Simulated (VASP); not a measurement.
# Ge: single point with BLYP

The system is Ge.

```xyz
1
Lattice="1.3971 -2.6005 0.0000 1.3971 2.6005 0.0000 0.0000 0.0000 2.6982" Properties=species:S:1:pos:R:3 pbc="T T T"
Ge    1.3971    0.0000    0.0000
```

```json
{"Program": "VASP 6.6.1", "Task": "single point", "Functional": "BLYP", "Potentials or basis": "VASP PAW PBE potentials, release 64 (Ge_d)", "Cutoff": "520 eV", "k mesh": "5 × 5 × 5, shifted", "Occupations": "gaussian, width 0.01 eV", "Spin": "no spin polarisation"}
```

The pressure is 4.0 GPa. The band gap on the k mesh is zero (band 7 reaches 11.03 eV, above the bottom of band 8 at 4.44 eV).

Stress tensor (GPa, compression positive):
```
-2.47  0.00  0.00
 0.00  3.90  0.00
 0.00  0.00 10.71
```

Levels at points of the mesh, in eV from the Fermi level:
```
           k point  band 3  band 4  band 5  band 6  band 7  band 8  band 9  band 10  band 11  band 12
(0.50, 0.50, 0.50)  -24.44  -24.40  -24.30   -4.67   -2.22   -2.07    3.89     8.05    13.68    15.34
```

Run time: 4.9 s on 1 thread of Intel(R) Xeon(R) 6975P-C (Granite Rapids), with other jobs on the host, peak memory 0.13 GiB.

Caveat: the k points lie up to 0.51 Å⁻¹ apart; the PAW data sets were made with another functional, which shifts forces and pressure a little.
